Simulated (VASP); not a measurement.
# Ca2C: single point with PBE

Crystal: Ca2C.

```xyz
3
Lattice="0.0000 3.0755 3.0755 3.0755 0.0000 3.0755 3.0755 3.0755 0.0000" Properties=species:S:1:pos:R:3 pbc="T T T"
C     0.0000    0.0000    0.0000
Ca    1.5378    1.5378    1.5378
Ca    4.6133    4.6133    4.6133
```

- Program: VASP 6.6.1
- Task: single point
- Functional: PBE
- Potentials or basis: VASP PAW PBE potentials, release 64 (C, Ca_sv)
- Cutoff: 600 eV
- k mesh: 4 × 4 × 4
- Occupations: gaussian, width 0.01 eV
- Spin: no spin polarisation

```
Pressure               : 4.2 GPa
Band gap on the k mesh : 0.14 eV
```

Levels at points of the mesh, in eV from the valence-band top:
```
           k point  band 8  band 9  band 10  band 11  band 12  band 13  band 14  band 15  band 16  band 17
(0.00, 0.00, 0.00)  -20.91   -8.50    -1.21    -1.21    -1.21     0.96     1.82     1.82     6.01     6.01
(0.50, 0.00, 0.00)  -21.17   -7.82    -1.98    -0.48    -0.48     2.73     3.03     3.03     4.42     4.57
(0.50, 0.50, 0.00)  -20.77   -7.68    -2.08     0.00     0.00     0.14     2.55     2.70     4.87     4.87
```

It took 14 s on 1 thread of Intel(R) Xeon(R) Platinum 8259CL CPU @ 2.50GHz (Skylake/Cascade Lake), with other jobs on the host, peak memory 0.2 GiB.

Caveat: the k points lie up to 0.44 Å⁻¹ apart. A k mesh can miss the band edges.
